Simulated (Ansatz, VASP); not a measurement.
## SnO in VASP and in Ansatz

```
Sn O
1.0
     3.80803    0.00000    0.00000
     0.00000    4.93413    0.00000
     0.00000    0.00000   22.61605
Sn O
5 5
Direct
  0.50000 0.77705 0.33483
  0.00000 0.23052 0.41304
  0.50000 0.77024 0.50000
  0.00000 0.23052 0.58696
  0.50000 0.77705 0.66517
  0.00000 0.99093 0.33486
  0.50000 0.99672 0.41648
  0.00000 0.00686 0.50000
  0.50000 0.99672 0.58352
  0.00000 0.99093 0.66514
```

Alike in both runs: functional r2SCAN; k mesh 9 × 7 × 1; occupations gaussian, width 0.05 eV; no spin polarisation.

Ansatz relaxed the structure, and its values are those at the end. VASP's run is a single point on that final structure, the one shown.

|  | VASP | Ansatz |
| --- | --- | --- |
| version | VASP 6.6.1 | Ansatz 0.2.0 |
| potentials or method | VASP PAW PBE potentials, release 64 (Sn_d, O), cutoff 520 eV | scalar-relativistic, plane waves, PAW |
| valence electrons in the cell | 100 | 100 |

|  | VASP | Ansatz | Ansatz less VASP |
| --- | --- | --- | --- |
| gap on the k mesh at the Fermi level (eV) | 0.85 | 0.85 | +0.006 |
| least direct gap on the mesh (eV) | 2.09 | 2.10 | +0.011 |
| rms of the force components (eV/Å) | 0.062 | 0.008 | -0.0540 |

VASP's potentials were made for PBE, not for r2SCAN. With one functional, cell and mesh, what is left measures potentials, basis and numerics.
